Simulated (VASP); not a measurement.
# SiO2 (pbe) (P4_2/mnm) in VASP: notebook, part 2 of 3

VASP 6.6.1. Earlier steps stand in the parts before.

**3. Relaxation of cell and atoms, PBE**

This run uses another cell than the first one, of 7.79 Å³/atom, 0.969 times its volume.

The input, INCAR:

```
  PREC = Accurate
  ENCUT = 600
  EDIFF = 1E-6
  ISMEAR = 0
  SIGMA = 0.1
  LREAL = False
  LASPH = True
  NELM = 100
  ALGO = Normal
  ISIF = 3
  LWAVE = False
  LCHARG = False
  GGA = PE
  IBRION = 2
  NSW = 100
  EDIFFG = -0.05
```

The input, KPOINTS:

```
Automatic mesh
0
Gamma
  6 6 8
```

The input, POSCAR:

```
SiO2
1.0
    4.1865000000      0.0000000000      0.0000000000
    0.0000000000      4.1865000000      0.0000000000
    0.0000000000      0.0000000000      2.6684000000
Si O
2 4
Direct
    0.0000000000      0.0000000000      0.0000000000
    0.5000000000      0.5000000000      0.5000000000
    0.3059000000      0.3059000000      0.0000000000
    0.1941000000      0.8059000000      0.5000000000
    0.6941000000      0.6941000000      0.0000000000
    0.8059000000      0.1941000000      0.5000000000
```

Potentials or basis: VASP PAW PBE potentials, release 64 (Si, O).

On the command line:

```console
> cat potpaw_PBE.64/Si/POTCAR potpaw_PBE.64/O/POTCAR > POTCAR
> mpirun -np 1 vasp_std > vasp.out
```

OUTCAR:

```text
PREC = Accurate
   ENCUT = 600
   EDIFF = 1E-6
   ISMEAR = 0
   LREAL = False
   LASPH = True
   NELM = 100
   ISIF = 3
   GGA = PE
   IBRION = 2
   NSW = 100
   EDIFFG = -0.05

 ion  position               nearest neighbor table
   1  0.000  0.000  0.000-   4 1.76   6 1.76   4 1.76   6 1.76   5 1.81   3 1.81
   2  0.500  0.500  0.500-   3 1.76   5 1.76   3 1.76   5 1.76   4 1.81   6 1.81
   3  0.306  0.306  0.000-   2 1.76   2 1.76   1 1.81
   4  0.194  0.806  0.500-   1 1.76   1 1.76   2 1.81
   5  0.694  0.694  0.000-   2 1.76   2 1.76   1 1.81
   6  0.806  0.194  0.500-   1 1.76   1 1.76   2 1.81

  LATTYP: Found a simple tetragonal cell.
 ALAT       =     4.1865000000
 C/A-ratio  =     0.6373820614

  Lattice vectors:

 A1 = (   4.1865000000,   0.0000000000,   0.0000000000)
 A2 = (   0.0000000000,   4.1865000000,   0.0000000000)
 A3 = (   0.0000000000,   0.0000000000,   2.6684000000)

Analysis of symmetry for initial positions (statically):
=====================================================================
 Subroutine PRICEL returns:
 Original cell was already a primitive cell.

 Routine SETGRP: Setting up the symmetry group for a
 simple tetragonal supercell.

 Subroutine GETGRP returns: Found 16 space group operations
 (whereof  8 operations were pure point group operations)
 out of a pool of 16 trial point group operations.

The static configuration has the point symmetry D_2h.
 The point group associated with its full space group is D_4h.

Analysis of symmetry for dynamics (positions and initial velocities):
=====================================================================
 Subroutine PRICEL returns:
 Original cell was already a primitive cell.

 Routine SETGRP: Setting up the symmetry group for a
 simple tetragonal supercell.

 Subroutine GETGRP returns: Found 16 space group operations
 (whereof  8 operations were pure point group operations)
 out of a pool of 16 trial point group operations.

The dynamic configuration has the point symmetry D_2h.
 The point group associated with its full space group is D_4h.

 Subroutine INISYM returns: Found 16 space group operations
 (whereof  8 operations are pure point group operations),
 and found     1 'primitive' translations

----------------------------------------------------------------------------------------

                                     Primitive cell

  volume of cell :      46.7685

  direct lattice vectors                    reciprocal lattice vectors
     4.186500000  0.000000000  0.000000000     0.238863012  0.000000000  0.000000000
     0.000000000  4.186500000  0.000000000     0.000000000  0.238863012  0.000000000
     0.000000000  0.000000000  2.668400000     0.000000000  0.000000000  0.374756408

  length of vectors
     4.186500000  4.186500000  2.668400000     0.238863012  0.238863012  0.374756408

  position of ions in fractional coordinates (direct lattice)
     0.000000000  0.000000000  0.000000000
     0.500000000  0.500000000  0.500000000
     0.305900000  0.305900000  0.000000000
     0.194100000  0.805900000  0.500000000
     0.694100000  0.694100000  0.000000000
     0.805900000  0.194100000  0.500000000

  ion indices of the primitive-cell ions
   primitive index   ion index
                 1           1
                 2           2
                 3           3
                 4           4
[... 57 lines left out ...]
   number of dos      NEDOS =    301   number of ions     NIONS =      6
   total plane-waves  NPLWV =  31104
   dimension x,y,z NGX =    36 NGY =   36 NGZ =   24
   dimension x,y,z NGXF=    72 NGYF=   72 NGZF=   48
   ions per type =               2   4
   NGX,Y,Z   is equivalent  to a cutoff of  14.30, 14.30, 14.95 a.u.
   NGXF,Y,Z  is equivalent  to a cutoff of  28.59, 28.59, 29.90 a.u.
 SYSTEM =  unknown system
   PREC   = accura    normal or accurate (medium, high low for compatibility)
   ISTART =      0    job   : 0-new  1-cont  2-samecut
   ICHARG =      2    charge: 1-file 2-atom 10-const
   ISPIN  =      1    spin polarized calculation?
   LNONCOLLINEAR =      F non collinear calculations
   LSORBIT =      F    spin-orbit coupling
   LASPH  =      T    aspherical Exc in radial PAW
   ENCUT  =  600.0 eV  44.10 Ry    6.64 a.u.   8.36  8.36  5.33*2*pi/ulx,y,z
   NELM   =    100;   NELMIN=  2; NELMDL= -5     # of ELM steps
   EDIFF  = 0.1E-05   stopping-criterion for ELM
   LREAL  =      F    real-space projection
   EDIFFG = -.5E-01   stopping-criterion for IOM
   NSW    =    100    number of steps for IOM
   IBRION =      2    ionic relax: 0-MD 1-quasi-New 2-CG
   NFREE  =      1    steps in history (QN), initial steepest desc. (CG)
   ISIF   =      3    stress and relaxation
   ISYM   =      2    0-nonsym 1-usesym 2-fastsym
   POTIM  = 0.5000    time-step for ionic-motion
   TEBEG  =    0.0;   TEEND  =   0.0 temperature during run
   PSTRESS=    0.0 pullay stress
   NELECT =      32.0000    total number of electrons
   NUPDOWN=      -1.0000    fix difference up-down
   EMIN   =  10.00;   EMAX   =-10.00  energy-range for DOS
   EFERMI =   0.00;   METHOD = LEGACY
   ISMEAR =     0;   SIGMA  =   0.10  broadening in eV -4-tet -1-fermi 0-gaus
   EFERMI_NEDOS =   21; number of points for ismear=-14 and -15
   IALGO  =     38    algorithm
   IMIX   =      4    mixing-type and parameters
     AMIX     =   0.40;   BMIX     =  1.00
     AMIX_MAG =   1.60;   BMIX_MAG =  1.00
  volume/ion in A,a.u.               =       7.79        52.60
  Fermi-wavevector in a.u.,A,eV,Ry     =   1.442582  2.726084 28.314299  2.081042
  Thomas-Fermi vector in A             =   2.561086
   LORBIT       =      0    0 simple, 1 ext, 2 COOP (PROOUT), +10 PAW based schemes
   GGA     = PE    functional components
   LHFCALC =     F    Hartree Fock is set to
   AEXX    =    0.0000 exact exchange contribution
   IVDW    =     0    specifies the selected vdW correction
   LEPSILON=     F    determine dielectric tensor
   LRPA    =     F    only Hartree local field effects (RPA)
 conjugate gradient relaxation of ions
 non-spin polarized calculation
 Gauss-broadening in eV      SIGMA  =   0.10
  energy-cutoff  :      600.00
  volume of cell :       46.77
 maximum number of plane-waves:      1588
 NGX is ok and might be reduce to    36
   NGX = 17   NGY = 17   NGZ = 11

--------------------------------------- Ionic step        1  -------------------------------------------

 number of electron      32.0000003 magnetization

 Free energy of the ion-electron system (eV)
  ---------------------------------------------------
  ext. energy  EPLUGINS =         0.00000000
  ---------------------------------------------------
  free energy    TOTEN  =       -46.28627813 eV

  energy without entropy =      -46.28627813  energy(sigma->0) =      -46.28627813

------------------------ aborting loop because EDIFF is reached ----------------------------------------

  FORCE on cell =-STRESS in cart. coord.  units (eV):
  Direction    XX          YY          ZZ          XY          YZ          ZX
  --------------------------------------------------------------------------------------
  -------------------------------------------------------------------------------------
  Total        2.4462550      2.4462550      3.0789464     -0.0000000      0.0000000      0.0000000
  in kB       83.8029252     83.8029252    105.4774427     -0.0000000      0.0000000      0.0000000
  external PRESSURE =      91.0277644 kB  Pullay stress =       0.0000000 kB
[... 147 lines left out ...]
--------------------------------------- Ionic step        5  -------------------------------------------

 number of electron      32.0000006 magnetization

 Free energy of the ion-electron system (eV)
  ---------------------------------------------------
  ext. energy  EPLUGINS =         0.00000000
  ---------------------------------------------------
  free energy    TOTEN  =       -46.32488953 eV

  energy without entropy =      -46.32488953  energy(sigma->0) =      -46.32488953

 E-fermi :   8.2803     XC(G=0): -12.0944

 val. band max:        7.7721502690   @ k =   0.0000   0.0000   0.0000
 cond. band min:      12.8114576067   @ k =   0.0000   0.0000   0.0000
 fundamental gap:      5.0393073377
 Fermi energy:         8.2802922391

 k-point     1 :       0.0000    0.0000    0.0000
  band No.  band energies     occupation
      1     -14.4602      2.00000
      2     -10.9844      2.00000
      3     -10.9844      2.00000
      4     -10.8041      2.00000
      5      -2.8661      2.00000
      6       1.5392      2.00000
[... 541 lines left out ...]
     19      18.0384      0.00000
     20      18.0384      0.00000

 [... further k-points ...]

------------------------ aborting loop because EDIFF is reached ----------------------------------------

  FORCE on cell =-STRESS in cart. coord.  units (eV):
  Direction    XX          YY          ZZ          XY          YZ          ZX
  --------------------------------------------------------------------------------------
  -------------------------------------------------------------------------------------
  Total        0.1497951      0.1497951     -0.1597915     -0.0000000      0.0000000      0.0000000
  in kB        4.9829464      4.9829464     -5.3154780     -0.0000000      0.0000000      0.0000000
  external PRESSURE =       1.5501383 kB  Pullay stress =       0.0000000 kB
[... 21 lines left out ...]
  FREE ENERGIE OF THE ION-ELECTRON SYSTEM (eV)
  ---------------------------------------------------
  free  energy   TOTEN  =       -46.3248895338 eV

  energy  without entropy=      -46.3248895338  energy(sigma->0) =      -46.32488953

 reached required accuracy - stopping structural energy minimisation
```

Run time: 57 s. Hardware: 1 thread of Intel Xeon 6975P-C (Granite Rapids), shared host; peak memory 0.2 GiB.

Results:

* Free energy: -46.3249 eV
* Relaxed volume: 8.03 Å³/atom
* Relaxed cell: a = 4.226 Å, b = 4.226 Å, c = 2.696 Å, α = 90.00°, β = 90.00°, γ = 90.00°
* Space group after relaxing (to 0.05 Å): P4_2/mnm (No. 136)
* Energy gained by relaxing: 6.4 meV/atom
* Ionic steps: 5
* Pressure after relaxing: 0.2 GPa
* Largest force after relaxing: 0.022 eV/Å
* Band gap on the k mesh: 5.04 eV, direct

Forces on the atoms (eV/Å):
```
Si   0.000  0.000  0.000
Si   0.000  0.000  0.000
O   -0.015 -0.015  0.000
O    0.015 -0.015  0.000
O    0.015  0.015  0.000
O   -0.015  0.015  0.000
```

Stress tensor (GPa, compression positive):
```
 0.50  0.00  0.00
 0.00  0.50  0.00
 0.00  0.00 -0.53
```

Step by step:
```csv
step,energy change (eV),largest force (eV/Å),pressure (GPa),volume (Å³)
1,0.0000,0.0547,9.10,46.77
2,0.0222,0.3783,-10.04,49.83
3,-0.0367,0.1499,0.05,48.09
4,-0.0367,0.1460,0.21,48.06
5,-0.0386,0.0217,0.16,48.16
```

Final structure:
```cif
data_structure
_symmetry_space_group_name_H-M 'P 1'
_symmetry_Int_Tables_number 1
_cell_length_a 4.2264
_cell_length_b 4.2264
_cell_length_c 2.6964
_cell_angle_alpha 90.000
_cell_angle_beta 90.000
_cell_angle_gamma 90.000
_cell_volume 48.16
loop_
_atom_site_label
_atom_site_type_symbol
_atom_site_fract_x
_atom_site_fract_y
_atom_site_fract_z
_atom_site_occupancy
Si1 Si 0.00000 0.00000 0.00000 1
Si2 Si 0.50000 0.50000 0.50000 1
O1 O 0.30674 0.30674 0.00000 1
O2 O 0.19326 0.80674 0.50000 1
O3 O 0.69326 0.69326 0.00000 1
O4 O 0.80674 0.19326 0.50000 1
```

Caveat: the relaxation stopped at a loose force limit of 0.05 eV/Å, so its end isn't a converged minimum. Zero-point motion and thermal expansion aren't in these numbers.

(Part 2 of 3 ends here.)
